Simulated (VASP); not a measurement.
AlRu, 2 atoms in the cell. It takes space group Pm-3m (No. 221, cubic). The conventional cell has a = 3.004 Å, b = 3.004 Å, c = 3.004 Å, α = 90.00°, β = 90.00°, γ = 90.00°. Al (site symmetry m-3m) has 8 Ru at 2.60 Å and 6 Al at 3.00 Å within 3.4 Å. Within 3.4 Å of Ru (site symmetry m-3m) lie 8 Al at 2.60 Å and 6 Ru at 3.00 Å. 

| Property | Result |
| --- | --- |
| Program | VASP 6.6.1 |
| Task | single point |
| Functional | PBE |
| Potentials or basis | VASP PAW PBE potentials, release 64 (Al, Ru_pv) |
| Cutoff | 500 eV |
| k mesh | 6 × 6 × 6 |
| Occupations | gaussian, width 0.1 eV |
| Spin | no spin polarisation |
| Dipole correction | no |
| Further INCAR settings | ALGO = Normal; EDIFF = 1e-06; NBANDS = 16 |

Potentials or basis: VASP PAW PBE potentials, release 64 (Al, Ru_pv).

Run with:

```bash
$ cat potpaw_PBE.64/Al/POTCAR potpaw_PBE.64/Ru_pv/POTCAR > POTCAR
$ mpirun -np 1 vasp_std > vasp.out
```

Hardware: 1 thread of Intel(R) Xeon(R) Platinum 8259CL CPU @ 2.50GHz (Skylake/Cascade Lake), on a shared host.

Estimate the wall time of this run.

Wall time 5.7 s on 1 thread of Intel(R) Xeon(R) Platinum 8259CL CPU @ 2.50GHz (Skylake/Cascade Lake) (shared host), peak memory 0.14 GiB. Counts: scf iterations 11, k points 20.
